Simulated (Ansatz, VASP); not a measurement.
## CuI, level by level in two programs

```
I Cu
1.0
     0.00000    3.03150    3.03150
     3.03150    0.00000    3.03150
     3.03150    3.03150    0.00000
I Cu
1 1
Direct
  0.00000 0.00000 0.00000
  0.75000 0.75000 0.75000
```

Single points on this cell with VASP 6.6.1 and Ansatz 0.2.0. Each row is one pair of runs. Alike in all rows: spin: off.

```tsv
level	k mesh	smearing	VASP's potentials, cutoff	Ansatz's potentials, cutoff	gap on the k mesh at the Fermi level (eV), VASP	gap on the k mesh at the Fermi level (eV), Ansatz	least direct gap on the mesh (eV), VASP	least direct gap on the mesh (eV), Ansatz	pressure (GPa), VASP	pressure (GPa), Ansatz
revPBE+D3(BJ)	8 × 8 × 8	fermi-dirac, width 0.15 eV	VASP PAW PBE potentials, release 64 (I, Cu), 600 eV	JTH PAW, 1350 eV	1.24	1.21	1.24	1.21	-2.6	-2.2
PBE	8 × 8 × 8	gaussian, width 0.011 eV	VASP PAW PBE potentials, release 64 (I, Cu), 520 eV	Ansatz PAW, 420 eV	1.14	1.12	1.14	1.12	0.7	0.3
PBE-based screened hybrid	4 × 4 × 4	fermi-dirac, width 0.05 eV	VASP PAW PBE potentials, release 64 (I, Cu), 520 eV	Ansatz PAW, 420 eV	4.05	4.16	4.05	4.16	0.9	1.2
PBE	4 × 4 × 4	fermi-dirac, width 0.05 eV	VASP PAW PBE potentials, release 64 (I, Cu), 520 eV	Ansatz PAW, 420 eV	1.14	1.12	1.14	1.12	0.6	0.6
SVWN5	8 × 8 × 8	fermi-dirac, width 0.05 eV	VASP PAW PBE potentials, release 64 (I, Cu), 520 eV	Ansatz PAW, 420 eV	0.96	0.94	0.96	0.94	-4.3	-4.5
```

Gap on the k mesh at the fermi level (eV): the two programs differ by at most 0.112; least direct gap on the mesh (eV): the two programs differ by at most 0.112; pressure (GPa): the two programs differ by at most 0.38.

VASP's potentials hold 18 valence electrons a cell and Ansatz's 26; VASP's potentials hold 18 valence electrons a cell and Ansatz's 36, so a difference there can come from the potentials and not from the codes.

The k mesh is coarse in some rows, so the values compare programs but aren't converged. Neither program's run includes spin-orbit coupling.
